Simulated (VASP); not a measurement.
Crystal: Sc4SiS2.

```
Sc Si S
1.0
     3.36734    0.00000    0.00000
    -1.68367    2.91620    0.00000
     0.00000    0.00000   13.23410
Sc Si S
4 1 2
Direct
  0.00000 0.00000 0.63213
  0.66667 0.33333 0.37168
  0.66667 0.33333 0.13232
  0.00000 0.00000 0.86864
  0.00000 0.00000 0.03658
  0.00000 0.00000 0.25372
  0.66667 0.33333 0.74894
```

The cell was built from a structure type or drawn by symmetry, and may not be a known phase.

* Program: VASP 6.6.1
* Task: relaxation of cell and atoms
* Functional: PBE
* Potentials or basis: VASP PAW PBE potentials, release 64 (Sc_sv, Si, S)
* Cutoff: 600 eV
* k mesh: 6 × 6 × 2
* Occupations: gaussian, width 0.2 eV
* Spin: no spin polarisation

At the start: pressure 20.8 GPa; volume 18.57 Å³/atom.

Task: How do energy, volume and symmetry change on relaxing?

Result: Over 21 steps the energy falls by 550.4 meV/atom and the volume is 20.66 Å³/atom (+11.3 %); space group P3m1 (No. 156, to 0.1 Å) before and after.

Step by step:
```
step  energy change (eV)  largest force (eV/Å)  pressure (GPa)  volume (Å³)
   1              0.0000                2.9729           20.81       129.96
   2             -1.9202                1.1486           -7.36       180.67
   3             -2.3194                1.6600           -2.10       163.09
   4             -2.3195                1.6828           -1.82       162.38
   5             -2.7174                1.2007           -1.81       159.94
   6             -3.0766                0.9317           -1.24       156.02
   7             -3.1087                1.1549           -0.59       154.11
   8             -3.1108                1.1055           -0.75       154.51
   9             -3.2403                0.7778            0.18       150.77
  10             -3.3232                1.0858            2.40       144.47
  11             -3.3915                1.0843            1.70       144.95
  12             -3.5321                1.0690           -0.05       146.39
  13             -3.5281                1.4206           -2.17       149.25
  14             -3.5797                1.0743           -1.24       147.70
  15             -3.7318                0.9025           -0.61       145.97
  16             -3.7876                0.7624            0.39       144.08
  17             -3.8343                0.3755           -0.15       144.86
  18             -3.8475                0.2116           -0.51       145.53
  19             -3.8515                0.0818            0.29       144.18
  20             -3.8516                0.0900            0.18       144.36
  21             -3.8528                0.0396            0.05       144.62
```

Final structure:
```
Sc Si S
1.0
     3.43964    0.00000    0.00000
    -1.71982    2.97882    0.00000
     0.00000    0.00000   14.11476
Sc Si S
4 1 2
Direct
  0.00000 0.00000 0.59573
  0.66667 0.33333 0.41261
  0.66667 0.33333 0.17036
  0.00000 0.00000 0.83384
  0.00000 0.00000 0.02328
  0.00000 0.00000 0.29027
  0.66667 0.33333 0.71790
```

Caveat: the relaxation stopped at a loose force limit of 0.08 eV/Å, so its end isn't a converged minimum.
